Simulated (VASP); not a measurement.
# Pb (P6_3/mmc) in VASP: further runs

The runs below take Pb through single point, with PBE.

All numbers are computed with VASP 6.6.1; they aren't measurements. Logs are shortened: lines on timing, memory, paths and dates and some standing lists are left out, and cuts for length are marked.

## (1) The cell of the first run

It takes space group P6_3/mmc (No. 194, hexagonal). Conventional cell: a = 3.480 Å, b = 3.480 Å, c = 5.534 Å, α = 90.00°, β = 90.00°, γ = 120.00°. Pb (site symmetry -6m2) has 12 Pb at 3.42 to 3.48 Å within 4.5 Å.

## (2) Single point, PBE (zz strain of -1 %)

Contents of INCAR:

```
  PREC = Accurate
  ENCUT = 520
  EDIFF = 1E-7
  ISMEAR = -1
  SIGMA = 0.05
  LREAL = False
  LASPH = True
  NELM = 80
  ALGO = Normal
  ISIF = 2
  LWAVE = False
  LCHARG = False
  GGA = PE
  NBANDS = 21
```

Contents of KPOINTS:

```
regular mesh
0
Gamma
  12 12 7
```

Contents of POSCAR:

```
Pb
1.0
    3.4800006906      0.0000000000      0.0000000000
   -1.7400003453      3.0137690032      0.0000000000
    0.0000000000      0.0000000000      5.5341000000
Pb
2
Direct
    0.3333333333      0.6666666667      0.2500000000
    0.6666666667      0.3333333333      0.7500000000
```

Potentials or basis: VASP PAW PBE potentials, release 64 (Pb_d).

Command:

```bash
$ cat potpaw_PBE.64/Pb_d/POTCAR > POTCAR
$ mpirun -np 1 vasp_std > vasp.out
```

OUTCAR:

```text
PREC = Accurate
   ENCUT = 520
   EDIFF = 1E-7
   ISMEAR = -1
   LREAL = False
   LASPH = True
   NELM = 80
   ISIF = 2
   GGA = PE

 ion  position               nearest neighbor table
   1  0.333  0.667  0.250-   2 3.42   2 3.42   2 3.42   2 3.42   2 3.42   2 3.42
   2  0.667  0.333  0.750-   1 3.42   1 3.42   1 3.42   1 3.42   1 3.42   1 3.42

  LATTYP: Found a hexagonal cell.
 ALAT       =     3.4800006906
 C/A-ratio  =     1.5902583051

  Lattice vectors:

 A1 = (   3.4800006906,   0.0000000000,   0.0000000000)
 A2 = (  -1.7400003453,   3.0137690032,   0.0000000000)
 A3 = (   0.0000000000,   0.0000000000,   5.5341000000)

Analysis of symmetry for initial positions (statically):
=====================================================================
 Subroutine PRICEL returns:
 Original cell was already a primitive cell.

 Routine SETGRP: Setting up the symmetry group for a
 hexagonal supercell.

 Subroutine GETGRP returns: Found 24 space group operations
 (whereof 12 operations were pure point group operations)
 out of a pool of 24 trial point group operations.

The static configuration has the point symmetry D_3d.
 The point group associated with its full space group is D_6h.

Analysis of symmetry for dynamics (positions and initial velocities):
=====================================================================
 Subroutine PRICEL returns:
 Original cell was already a primitive cell.

 Routine SETGRP: Setting up the symmetry group for a
 hexagonal supercell.

 Subroutine GETGRP returns: Found 24 space group operations
 (whereof 12 operations were pure point group operations)
 out of a pool of 24 trial point group operations.

The dynamic configuration has the point symmetry D_3d.
 The point group associated with its full space group is D_6h.

 Subroutine INISYM returns: Found 24 space group operations
 (whereof 12 operations are pure point group operations),
 and found     1 'primitive' translations

----------------------------------------------------------------------------------------

                                     Primitive cell

  volume of cell :      58.0412

  direct lattice vectors                    reciprocal lattice vectors
     3.480000691  0.000000000  0.000000000     0.287356265  0.165905217  0.000000000
    -1.740000345  3.013769003  0.000000000     0.000000000  0.331810434  0.000000000
     0.000000000  0.000000000  5.534100000     0.000000000  0.000000000  0.180697855

  length of vectors
     3.480000691  3.480000691  5.534100000     0.331810434  0.331810434  0.180697855

  position of ions in fractional coordinates (direct lattice)
     0.333333333  0.666666667  0.250000000
     0.666666667  0.333333333  0.750000000

  ion indices of the primitive-cell ions
   primitive index   ion index
                 1           1
                 2           2

----------------------------------------------------------------------------------------

 KPOINTS: regular mesh

Automatic generation of k-mesh.
 Grid dimensions read from file:
 generate k-points for:   12   12    7

 Generating k-lattice:

  Cartesian coordinates                     Fractional coordinates (reciprocal lattice)
     0.023946355  0.013825435  0.000000000     0.083333333  0.000000000  0.000000000
     0.000000000  0.027650869  0.000000000     0.000000000  0.083333333  0.000000000
     0.000000000  0.000000000  0.025813979     0.000000000  0.000000000  0.142857143

  Length of vectors
     0.027650869  0.027650869  0.025813979

  Shift w.r.t. Gamma in fractional coordinates (k-lattice)
     0.000000000  0.000000000  0.000000000

 Subroutine IBZKPT returns following result:
 ===========================================

 Found     76 irreducible k-points:

 Following reciprocal coordinates:
            Coordinates               Weight
  0.000000  0.000000  0.000000      1.000000
  0.083333 -0.000000  0.000000      6.000000
  0.166667  0.000000  0.000000      6.000000
  0.250000 -0.000000  0.000000      6.000000
  0.333333  0.000000  0.000000      6.000000
  0.416667  0.000000  0.000000      6.000000
[... 16 lines left out ...]
  0.250000 -0.000000  0.142857     12.000000
  0.333333  0.000000  0.142857     12.000000
 [... further k-points ...]
   k-points           NKPTS =     76   k-points in BZ     NKDIM =     76   number of bands    NBANDS=     21
   number of dos      NEDOS =    301   number of ions     NIONS =      2
   total plane-waves  NPLWV =  32928
   dimension x,y,z NGX =    28 NGY =   28 NGZ =   42
   dimension x,y,z NGXF=    56 NGYF=   56 NGZF=   84
   ions per type =               2
   NGX,Y,Z   is equivalent  to a cutoff of  13.38, 13.38, 12.62 a.u.
   NGXF,Y,Z  is equivalent  to a cutoff of  26.75, 26.75, 25.23 a.u.
 SYSTEM =  unknown system
   PREC   = accura    normal or accurate (medium, high low for compatibility)
   ISTART =      0    job   : 0-new  1-cont  2-samecut
   ICHARG =      2    charge: 1-file 2-atom 10-const
   ISPIN  =      1    spin polarized calculation?
   LNONCOLLINEAR =      F non collinear calculations
   LSORBIT =      F    spin-orbit coupling
   LASPH  =      T    aspherical Exc in radial PAW
   ENCUT  =  520.0 eV  38.22 Ry    6.18 a.u.   6.47  6.47 10.29*2*pi/ulx,y,z
   NELM   =     80;   NELMIN=  2; NELMDL= -5     # of ELM steps
   EDIFF  = 0.1E-06   stopping-criterion for ELM
   LREAL  =      F    real-space projection
   EDIFFG = 0.1E-05   stopping-criterion for IOM
   NSW    =      0    number of steps for IOM
   IBRION =     -1    ionic relax: 0-MD 1-quasi-New 2-CG
   NFREE  =      0    steps in history (QN), initial steepest desc. (CG)
   ISIF   =      2    stress and relaxation
   ISYM   =      2    0-nonsym 1-usesym 2-fastsym
   POTIM  = 0.5000    time-step for ionic-motion
   TEBEG  =    0.0;   TEEND  =   0.0 temperature during run
   PSTRESS=    0.0 pullay stress
   NELECT =      28.0000    total number of electrons
   NUPDOWN=      -1.0000    fix difference up-down
   EMIN   =  10.00;   EMAX   =-10.00  energy-range for DOS
   EFERMI =   0.00;   METHOD = LEGACY
   ISMEAR =    -1;   SIGMA  =   0.05  broadening in eV -4-tet -1-fermi 0-gaus
   EFERMI_NEDOS =   21; number of points for ismear=-14 and -15
   IALGO  =     38    algorithm
   IMIX   =      4    mixing-type and parameters
     AMIX     =   0.40;   BMIX     =  1.00
     AMIX_MAG =   1.60;   BMIX_MAG =  1.00
  volume/ion in A,a.u.               =      29.02       195.84
  Fermi-wavevector in a.u.,A,eV,Ry     =   1.283952  2.426317 22.429645  1.648532
  Thomas-Fermi vector in A             =   2.416174
   LORBIT       =      0    0 simple, 1 ext, 2 COOP (PROOUT), +10 PAW based schemes
   GGA     = PE    functional components
[... 5 lines left out ...]
 non-spin polarized calculation
  energy-cutoff  :      520.00
  volume of cell :       58.04
 maximum number of plane-waves:      1583
 NGX is ok and might be reduce to    28
   NGX = 13   NGY = 13   NGZ = 21

 number of electron      28.0000001 magnetization

 Free energy of the ion-electron system (eV)
  ---------------------------------------------------
  ext. energy  EPLUGINS =         0.00000000
  ---------------------------------------------------
  free energy    TOTEN  =        -7.01212381 eV

  energy without entropy =       -7.00259179  energy(sigma->0) =       -7.00735780

 E-fermi :   7.7773     XC(G=0): -10.3999

 val. band max:        7.7225199922   @ k =   0.1667   0.1667   0.1429
 cond. band min:       7.7883386426   @ k =   0.4167   0.0833   0.1429
 fundamental gap:      0.0658186503
 Fermi energy:         7.7772966763

 k-point     1 :       0.0000    0.0000    0.0000
  band No.  band energies     occupation
      1      -9.3765      2.00000
      2      -9.3192      2.00000
      3      -9.3013      2.00000
      4      -9.3013      2.00000
      5      -9.2746      2.00000
      6      -9.2746      2.00000
[... 13 lines left out ...]
     20      16.7653      0.00000
     21      19.2917      0.00000

 k-point     2 :       0.0833   -0.0000    0.0000
  band No.  band energies     occupation
      1      -9.3713      2.00000
      2      -9.3301      2.00000
      3      -9.2840      2.00000
      4      -9.2834      2.00000
      5      -9.2708      2.00000
      6      -9.2580      2.00000
[... 13 lines left out ...]
     20      17.3697      0.00000
     21      18.7856      0.00000

 k-point     3 :       0.1667    0.0000    0.0000
  band No.  band energies     occupation
      1      -9.3872      2.00000
      2      -9.3191      2.00000
      3      -9.2816      2.00000
      4      -9.2756      2.00000
      5      -9.2746      2.00000
      6      -9.2367      2.00000
[... 13 lines left out ...]
     20      18.0248      0.00000
     21      18.4949      0.00000

 k-point     4 :       0.2500   -0.0000    0.0000
  band No.  band energies     occupation
      1      -9.4239      2.00000
      2      -9.3177      2.00000
      3      -9.3062      2.00000
      4      -9.2994      2.00000
      5      -9.2575      2.00000
      6      -9.1719      2.00000
[... 13 lines left out ...]
     20      17.2211      0.00000
     21      18.6220      0.00000

 k-point     5 :       0.3333    0.0000    0.0000
  band No.  band energies     occupation
      1      -9.4599      2.00000
      2      -9.3577      2.00000
      3      -9.3215      2.00000
      4      -9.3153      2.00000
      5      -9.2228      2.00000
      6      -9.1569      2.00000
[... 13 lines left out ...]
     20      16.5997      0.00000
     21      18.4105      0.00000
[... 382 lines left out ...]
     20      17.3159      0.00000
     21      18.8187      0.00000

 k-point    22 :       0.1667    0.0000    0.1429
  band No.  band energies     occupation
      1      -9.3852      2.00000
      2      -9.3196      2.00000
      3      -9.3060      2.00000
      4      -9.2840      2.00000
      5      -9.2694      2.00000
      6      -9.2192      2.00000
[... 13 lines left out ...]
     20      17.5949      0.00000
     21      17.9603      0.00000

 k-point    23 :       0.2500   -0.0000    0.1429
  band No.  band energies     occupation
      1      -9.4199      2.00000
      2      -9.3363      2.00000
      3      -9.3093      2.00000
      4      -9.2919      2.00000
      5      -9.2453      2.00000
      6      -9.1773      2.00000
[... 13 lines left out ...]
     20      16.6512      0.00000
     21      17.8698      0.00000

 k-point    24 :       0.3333    0.0000    0.1429
  band No.  band energies     occupation
      1      -9.4538      2.00000
      2      -9.3725      2.00000
      3      -9.3189      2.00000
      4      -9.3090      2.00000
      5      -9.2146      2.00000
      6      -9.1805      2.00000
[... 13 lines left out ...]
     20      16.0503      0.00000
     21      18.4115      0.00000

 [... further k-points ...]
[... 5 lines left out ...]
  --------------------------------------------------------------------------------------
  -------------------------------------------------------------------------------------
  Total        1.5697551      1.5697551      1.6642910      0.0000000      0.0000000      0.0000000
  in kB       43.3317472     43.3317472     45.9413286      0.0000000      0.0000000      0.0000000
  external PRESSURE =      44.2016077 kB  Pullay stress =       0.0000000 kB

 VOLUME and BASIS-vectors are now :
 -----------------------------------------------------------------------------
  energy-cutoff  :      520.00
  volume of cell :       58.04
      direct lattice vectors                 reciprocal lattice vectors
     3.480000691  0.000000000  0.000000000     0.287356265  0.165905217  0.000000000
    -1.740000345  3.013769003  0.000000000     0.000000000  0.331810434  0.000000000
     0.000000000  0.000000000  5.534100000     0.000000000  0.000000000  0.180697855

 POSITION                                       TOTAL-FORCE (eV/Angst)
 -----------------------------------------------------------------------------------
     -0.00000      2.00918      1.38352         0.000000     -0.000000      0.000000
      1.74000      1.00459      4.15057        -0.000000      0.000000      0.000000
 -----------------------------------------------------------------------------------
    total drift:                               -0.000000      0.000000     -0.000000

  FREE ENERGIE OF THE ION-ELECTRON SYSTEM (eV)
  ---------------------------------------------------
  free  energy   TOTEN  =        -7.0121238069 eV

  energy  without entropy=       -7.0025917891  energy(sigma->0) =       -7.00735780
```

Wall time 29 s (1 thread of Intel Xeon 6975P-C (Granite Rapids), shared host); peak memory 0.22 GiB.

Results:

```yaml
Free_energy: -7.0121 eV
Pressure: 4.4 GPa
Band_gap_on_the_k_mesh: zero (band 14 reaches 13.37 eV, above the bottom of band 15 at 5.68 eV)
```

Stress tensor (GPa, compression positive):
```
4.33 0.00 0.00
0.00 4.33 0.00
0.00 0.00 4.59
```

Levels at points of the mesh, in eV from the Fermi level:
| k point | band 10 | band 11 | band 12 | band 13 | band 14 | band 15 | band 16 | band 17 | band 18 | band 19 |
| --- | --- | --- | --- | --- | --- | --- | --- | --- | --- | --- |
| (0.00, 0.00, 0.00) | -16.82 | -12.06 | -7.93 | -4.35 | 5.51 | 5.51 | 7.47 | 7.47 | 8.42 | 8.70 |
| (0.50, 0.00, 0.00) | -16.79 | -8.48 | -7.20 | -2.88 | -1.36 | -0.56 | 1.79 | 1.89 | 5.85 | 6.11 |

Caveat: the cell differs from its parent crystal (zz strain of -1 %); spin-orbit coupling is left out, which moves the levels of the heavy elements.

(Part 1 of 3 ends here.)
